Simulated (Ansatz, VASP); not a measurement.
## MoS2: VASP beside Ansatz

INCAR

```
SYSTEM = MoS2
  PREC = Accurate
  ENCUT = 520
  EDIFF = 1E-6
  ISMEAR = 0
  SIGMA = 0.05
  LREAL = .FALSE.
  LASPH = .TRUE.
  NELM = 100
  ALGO = Normal
  ISIF = 2
  LWAVE = .FALSE.
  LCHARG = .TRUE.
  GGA = PE
  IVDW = 12
  LELF = .TRUE.
  LVHAR = .TRUE.
  NBANDS = 64
```

The input KPOINTS:

```
regular mesh
0
G
  6 6 4
  0 0 0
```

Contents of POSCAR:

```
MoS2
1.0
    6.2994479940      0.0000000001      0.0000000000
   -3.1497239971      5.4554819926      0.0000000000
    0.0000000000      0.0000000000      6.6475426602
Mo S
4 8
Direct
    0.4722251701      0.4861125851      0.0196370189
    0.5000000000      0.0000000000      0.0000000000
    0.0000000000      0.5000000000      0.0000000000
    0.0000000000      0.0000000000      0.0000000000
    0.1666666667      0.3333333333      0.2356692374
    0.1666666667      0.8333333333      0.2356692374
    0.6666666667      0.3333333333      0.2356692374
    0.6666666667      0.8333333333      0.2356692374
    0.1666666667      0.3333333333      0.7643307626
    0.1666666667      0.8333333333      0.7643307626
    0.6666666667      0.3333333333      0.7643307626
    0.6666666667      0.8333333333      0.7643307626
```

Input for Ansatz:

```yaml
crystal:
  lattice:
    - [6.299447994, 1.0e-10, 0.0]
    - [-3.1497239971, 5.4554819926, 0.0]
    - [0.0, 0.0, 6.6475426602]
  atoms:
    - { symbol: Mo, position: [0.4722251701, 0.4861125851, 0.0196370189] }
    - { symbol: Mo, position: [0.5, 0.0, 0.0] }
    - { symbol: Mo, position: [0.0, 0.5, 0.0] }
    - { symbol: Mo, position: [0.0, 0.0, 0.0] }
    - { symbol: S, position: [0.1666666667, 0.3333333333, 0.2356692374] }
    - { symbol: S, position: [0.1666666667, 0.8333333333, 0.2356692374] }
    - { symbol: S, position: [0.6666666667, 0.3333333333, 0.2356692374] }
    - { symbol: S, position: [0.6666666667, 0.8333333333, 0.2356692374] }
    - { symbol: S, position: [0.1666666667, 0.3333333333, 0.7643307626] }
    - { symbol: S, position: [0.1666666667, 0.8333333333, 0.7643307626] }
    - { symbol: S, position: [0.6666666667, 0.3333333333, 0.7643307626] }
    - { symbol: S, position: [0.6666666667, 0.8333333333, 0.7643307626] }
basis:
  ecutwfc: 420
kpoints:
  mp_grid: { grid: [6, 6, 4] }
hamiltonian:
  xc: pbe
  dispersion: d3bj
scf:
  occupations: { method: gaussian, width: 0.05 }
output:
  forces: true
  stress: true
  eigenvalues: true
```

Alike in both runs: task single point; functional PBE; dispersion D3(BJ); k mesh 6 × 6 × 4; occupations gaussian, width 0.05 eV; no spin polarisation.

|  | VASP | Ansatz |
| --- | --- | --- |
| version | VASP 6.6.1 | Ansatz 0.2.0 |
| potentials or method | VASP PAW PBE potentials, release 64 (Mo_sv, S), cutoff 520 eV | scalar-relativistic, plane waves, PAW |
| valence electrons in the cell | 104 | 104 |

```tsv
	VASP	Ansatz	Ansatz less VASP
gap on the k mesh at the Fermi level (eV)	0.90	0.89	-0.012
least direct gap on the mesh (eV)	1.32	1.32	-0.002
pressure (GPa)	0.8	0.9	+0.13
traceless stress, the component that is largest in VASP (GPa)	0.81	0.81	+0.007
rms of the force components (eV/Å)	1.058	1.061	+0.0033
```

Atom by atom the forces differ by 0.007 eV/Å (rms over components).
